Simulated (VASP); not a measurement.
# Ti (Im-3m) in VASP: a series of runs, part 2 of 2

VASP 6.6.1. Earlier steps stand in the parts before.

### 3 Single point, PBE (17.26 Å³/atom)

This run uses another cell than the first one, of 17.26 Å³/atom.

INCAR reads:

```
PREC     = Accurate       # precision mode
ENCUT    = 500            # plane-wave cutoff, eV
EDIFF    = 1E-6           # SCF threshold, eV
ISMEAR   = 0              # smearing method
SIGMA    = 0.05           # smearing width, eV
LREAL    = False          # projectors in reciprocal space
LASPH    = True           # aspherical terms in the spheres
NELM     = 120            # most SCF steps
ALGO     = Normal         # electronic algorithm
ISIF     = 2              # what is computed and relaxed
LWAVE    = False          # write WAVECAR
LCHARG   = False          # write CHGCAR
GGA      = PE             # functional
NBANDS   = 12             # bands
GGA_COMPAT= False
```

KPOINTS reads:

```
regular mesh
0
Gamma
  18 18 18
```

POSCAR reads:

```
Ti
1.0
   -1.6278955488      1.6278955488      1.6278955488
    1.6278955488     -1.6278955488      1.6278955488
    1.6278955488      1.6278955488     -1.6278955488
Ti
1
Direct
    0.0000000000      0.0000000000      0.0000000000
```

Potentials or basis: VASP PAW PBE potentials, release 64 (Ti_sv).

Command:

```sh
$ cat potpaw_PBE.64/Ti_sv/POTCAR > POTCAR
$ mpirun -np 1 vasp_std > vasp.out
```

OUTCAR:

```text
PREC = Accurate
   ENCUT = 500
   EDIFF = 1E-6
   ISMEAR = 0
   LREAL = False
   LASPH = True
   NELM = 120
   ISIF = 2
   GGA = PE

 ion  position               nearest neighbor table
   1  0.000  0.000  0.000-

  LATTYP: Found a body centered cubic cell.
 ALAT       =     3.2557910976

  Lattice vectors:

 A1 = (  -1.6278955488,   1.6278955488,   1.6278955488)
 A2 = (   1.6278955488,  -1.6278955488,   1.6278955488)
 A3 = (   1.6278955488,   1.6278955488,  -1.6278955488)

Analysis of symmetry for initial positions (statically):
=====================================================================
 Subroutine PRICEL returns:
 Original cell was already a primitive cell.

 Routine SETGRP: Setting up the symmetry group for a
 body centered cubic supercell.

 Subroutine GETGRP returns: Found 48 space group operations
 (whereof 48 operations were pure point group operations)
 out of a pool of 48 trial point group operations.

The static configuration has the point symmetry O_h .

Analysis of symmetry for dynamics (positions and initial velocities):
=====================================================================
 Subroutine PRICEL returns:
 Original cell was already a primitive cell.

 Routine SETGRP: Setting up the symmetry group for a
 body centered cubic supercell.

 Subroutine GETGRP returns: Found 48 space group operations
 (whereof 48 operations were pure point group operations)
 out of a pool of 48 trial point group operations.

The dynamic configuration has the point symmetry O_h .

 Subroutine INISYM returns: Found 48 space group operations
 (whereof 48 operations are pure point group operations),
 and found     1 'primitive' translations

----------------------------------------------------------------------------------------

                                     Primitive cell

  volume of cell :      17.2560

  direct lattice vectors                    reciprocal lattice vectors
    -1.627895549  1.627895549  1.627895549     0.000000000  0.307145013  0.307145013
     1.627895549 -1.627895549  1.627895549     0.307145013  0.000000000  0.307145013
     1.627895549  1.627895549 -1.627895549     0.307145013  0.307145013  0.000000000

  length of vectors
     2.819597800  2.819597800  2.819597800     0.434368643  0.434368643  0.434368643

  position of ions in fractional coordinates (direct lattice)
     0.000000000  0.000000000  0.000000000

  ion indices of the primitive-cell ions
   primitive index   ion index
                 1           1

----------------------------------------------------------------------------------------

 KPOINTS: regular mesh

Automatic generation of k-mesh.
 Grid dimensions read from file:
 generate k-points for:   18   18   18

 Generating k-lattice:

  Cartesian coordinates                     Fractional coordinates (reciprocal lattice)
     0.000000000  0.017063612  0.017063612     0.055555556  0.000000000  0.000000000
     0.017063612  0.000000000  0.017063612     0.000000000  0.055555556  0.000000000
     0.017063612  0.017063612  0.000000000     0.000000000  0.000000000  0.055555556

  Length of vectors
     0.024131591  0.024131591  0.024131591

  Shift w.r.t. Gamma in fractional coordinates (k-lattice)
     0.000000000  0.000000000  0.000000000

 Subroutine IBZKPT returns following result:
 ===========================================

 Found    195 irreducible k-points:

 Following reciprocal coordinates:
            Coordinates               Weight
  0.000000  0.000000  0.000000      1.000000
  0.055556  0.000000  0.000000     12.000000
  0.111111  0.000000  0.000000     12.000000
  0.166667  0.000000  0.000000     12.000000
  0.222222  0.000000  0.000000     12.000000
  0.277778  0.000000  0.000000     12.000000
[... 16 lines left out ...]
  0.333333  0.111111 -0.000000     48.000000
  0.388889  0.111111  0.000000     48.000000
 [... further k-points ...]
   k-points           NKPTS =    195   k-points in BZ     NKDIM =    195   number of bands    NBANDS=     12
   number of dos      NEDOS =    301   number of ions     NIONS =      1
   total plane-waves  NPLWV =  13824
   dimension x,y,z NGX =    24 NGY =   24 NGZ =   24
   dimension x,y,z NGXF=    48 NGYF=   48 NGZF=   48
   ions per type =               1
   NGX,Y,Z   is equivalent  to a cutoff of  14.15, 14.15, 14.15 a.u.
   NGXF,Y,Z  is equivalent  to a cutoff of  28.30, 28.30, 28.30 a.u.
 SYSTEM =  unknown system
   PREC   = accura    normal or accurate (medium, high low for compatibility)
   ISTART =      0    job   : 0-new  1-cont  2-samecut
   ICHARG =      2    charge: 1-file 2-atom 10-const
   ISPIN  =      1    spin polarized calculation?
   LNONCOLLINEAR =      F non collinear calculations
   LSORBIT =      F    spin-orbit coupling
   LASPH  =      T    aspherical Exc in radial PAW
   ENCUT  =  500.0 eV  36.75 Ry    6.06 a.u.   5.14  5.14  5.14*2*pi/ulx,y,z
   NELM   =    120;   NELMIN=  2; NELMDL= -5     # of ELM steps
   EDIFF  = 0.1E-05   stopping-criterion for ELM
   LREAL  =      F    real-space projection
   EDIFFG = 0.1E-04   stopping-criterion for IOM
   NSW    =      0    number of steps for IOM
   IBRION =     -1    ionic relax: 0-MD 1-quasi-New 2-CG
   NFREE  =      0    steps in history (QN), initial steepest desc. (CG)
   ISIF   =      2    stress and relaxation
   ISYM   =      2    0-nonsym 1-usesym 2-fastsym
   POTIM  = 0.5000    time-step for ionic-motion
   TEBEG  =    0.0;   TEEND  =   0.0 temperature during run
   PSTRESS=    0.0 pullay stress
   NELECT =      12.0000    total number of electrons
   NUPDOWN=      -1.0000    fix difference up-down
   EMIN   =  10.00;   EMAX   =-10.00  energy-range for DOS
   EFERMI =   0.00;   METHOD = LEGACY
   ISMEAR =     0;   SIGMA  =   0.05  broadening in eV -4-tet -1-fermi 0-gaus
   EFERMI_NEDOS =   21; number of points for ismear=-14 and -15
   IALGO  =     38    algorithm
   IMIX   =      4    mixing-type and parameters
     AMIX     =   0.40;   BMIX     =  1.00
     AMIX_MAG =   1.60;   BMIX_MAG =  1.00
  volume/ion in A,a.u.               =      17.26       116.45
  Fermi-wavevector in a.u.,A,eV,Ry     =   1.450403  2.740864 28.622156  2.103669
  Thomas-Fermi vector in A             =   2.568019
   LORBIT       =      0    0 simple, 1 ext, 2 COOP (PROOUT), +10 PAW based schemes
   GGA     = PE    functional components
   LHFCALC =     F    Hartree Fock is set to
   AEXX    =    0.0000 exact exchange contribution
   IVDW    =     0    specifies the selected vdW correction
   LEPSILON=     F    determine dielectric tensor
   LRPA    =     F    only Hartree local field effects (RPA)
 non-spin polarized calculation
 Gauss-broadening in eV      SIGMA  =   0.05
  energy-cutoff  :      500.00
  volume of cell :       17.26
 maximum number of plane-waves:       466
 NGX is ok and might be reduce to    24
   NGX = 11   NGY = 11   NGZ = 11

 number of electron      11.9999997 magnetization

 Free energy of the ion-electron system (eV)
  ---------------------------------------------------
  ext. energy  EPLUGINS =         0.00000000
  ---------------------------------------------------
  free energy    TOTEN  =        -7.72628515 eV

  energy without entropy =       -7.72348878  energy(sigma->0) =       -7.72488697

 E-fermi :   8.1541     XC(G=0): -11.5250

 val. band max:        8.1468172490   @ k =   0.2778   0.1111   0.0556
 cond. band min:       8.1605712412   @ k =   0.2778   0.0556  -0.0000
 fundamental gap:      0.0137539922
 Fermi energy:         8.1540788601

 k-point     1 :       0.0000    0.0000    0.0000
  band No.  band energies     occupation
      1     -48.3717      2.00000
      2     -24.2203      2.00000
      3     -24.2203      2.00000
      4     -24.2203      2.00000
      5       2.1860      2.00000
      6       9.1437      0.00000
      7       9.1437      0.00000
      8       9.1437      0.00000
      9      10.9140      0.00000
     10      10.9140      0.00000
     11      25.6119      0.00000
     12      25.6119      0.00000

 k-point     2 :       0.0556    0.0000    0.0000
  band No.  band energies     occupation
      1     -48.3676      2.00000
      2     -24.2419      2.00000
      3     -24.2269      2.00000
      4     -24.2205      2.00000
      5       2.2926      2.00000
      6       9.0947      0.00000
      7       9.1307      0.00000
      8       9.2212      0.00000
      9      10.8558      0.00000
     10      10.9168      0.00000
     11      25.4501      0.00000
     12      25.6039      0.00000
[... 316 lines left out ...]
 k-point    24 :       0.3889    0.1111    0.0000
  band No.  band energies     occupation
      1     -48.2369      2.00000
      2     -24.8619      2.00000
      3     -24.4541      2.00000
      4     -24.2538      2.00000
      5       5.9068      2.00000
      6       7.7972      2.00000
      7       8.6853      0.00000
      8      10.8344      0.00000
      9      11.3823      0.00000
     10      12.7772      0.00000
     11      17.3431      0.00000
     12      21.2999      0.00000

 [... further k-points ...]
[... 5 lines left out ...]
  --------------------------------------------------------------------------------------
  -------------------------------------------------------------------------------------
  Total       -0.0324081     -0.0324081     -0.0324081      0.0000000      0.0000000     -0.0000000
  in kB       -3.0090202     -3.0090202     -3.0090202      0.0000000      0.0000000     -0.0000000
  external PRESSURE =      -3.0090202 kB  Pullay stress =       0.0000000 kB

 VOLUME and BASIS-vectors are now :
 -----------------------------------------------------------------------------
  energy-cutoff  :      500.00
  volume of cell :       17.26
      direct lattice vectors                 reciprocal lattice vectors
    -1.627895549  1.627895549  1.627895549     0.000000000  0.307145013  0.307145013
     1.627895549 -1.627895549  1.627895549     0.307145013  0.000000000  0.307145013
     1.627895549  1.627895549 -1.627895549     0.307145013  0.307145013  0.000000000

 POSITION                                       TOTAL-FORCE (eV/Angst)
 -----------------------------------------------------------------------------------
      0.00000      0.00000      0.00000         0.000000     -0.000000      0.000000
 -----------------------------------------------------------------------------------
    total drift:                                0.000000     -0.000000      0.000000

  FREE ENERGIE OF THE ION-ELECTRON SYSTEM (eV)
  ---------------------------------------------------
  free  energy   TOTEN  =        -7.7262851543 eV

  energy  without entropy=       -7.7234887811  energy(sigma->0) =       -7.72488697
```

It took 28 s on 1 thread of AMD EPYC 7R13 (Zen 3), shared host; peak memory 0.13 GiB.

Results:

* Free energy: -7.7263 eV
* Pressure: -0.3 GPa
* Band gap on the k mesh: zero (bands 6 and 7 overlap by 1.59 eV)
